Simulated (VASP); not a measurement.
Wanted: the native input for a VASP 6.6.1 run.

* Task: single point
* Functional: PBE
* Potentials or basis: VASP PAW PBE potentials, release 64 (Si, Sn_d)
* Cutoff: 520 eV
* k mesh: 6 × 6 × 4
* Occupations: gaussian, width 0.1 eV
* Spin: no spin polarisation
* Dipole correction: no
* Further INCAR settings: ALGO = Normal; EDIFF = 1e-06; NBANDS = 26

The structure of Si5Sn lies in POSCAR:

```
Si5Sn
1.0
    5.6033606300      0.0000000000      0.0000000000
   -2.8016803200      4.8526526500      0.0000000000
    0.0000000000      0.0000000000      4.2683256600
Si Sn
5 1
Direct
    0.3333333300      0.6666666700      0.0000000000
    0.6666666700      0.3333333300      0.0000000000
    0.5000000000      0.0000000000      0.5000000000
    0.5000000000      0.5000000000      0.5000000000
    0.0000000000      0.5000000000      0.5000000000
    0.0000000000      0.0000000000      0.0000000000
```

One way to write it, as run:

INCAR

```
ALGO     = Normal         # electronic algorithm
EDIFF    = 1E-6           # SCF threshold, eV
ENCUT    = 520            # plane-wave cutoff, eV
GGA      = PE             # functional
ISIF     = 2              # what is computed and relaxed
ISMEAR   = 0              # smearing method
LASPH    = True           # aspherical terms in the spheres
LCHARG   = True           # write CHGCAR
LELF     = True           # ELF
LREAL    = False          # projectors in reciprocal space
LVHAR    = True         
LWAVE    = False          # write WAVECAR
NBANDS   = 26             # bands
NELM     = 60             # most SCF steps
PREC     = Accurate       # precision mode
SIGMA    = 0.1            # smearing width, eV
```

KPOINTS

```
k-points
0
Gamma
  6 6 4
```

Potentials or basis: VASP PAW PBE potentials, release 64 (Si, Sn_d).

Run with:

```bash
$ cat potpaw_PBE.64/Si/POTCAR potpaw_PBE.64/Sn_d/POTCAR > POTCAR
$ mpirun -np 1 vasp_std > vasp.out
```

It gave:

```json
{
  "Pressure": "-5.9 GPa",
  "Band gap on the k mesh": "zero (band 17 reaches 8.10 eV, above the bottom of band 18 at 5.30 eV)"
}
```

Caveat: the k points lie up to 0.37 Å⁻¹ apart; spin-orbit coupling is left out, which moves the levels of the heavy elements.

It took 69 s on 1 thread of Intel(R) Xeon(R) Platinum 8488C (Sapphire Rapids) (shared host), peak memory 0.24 GiB.
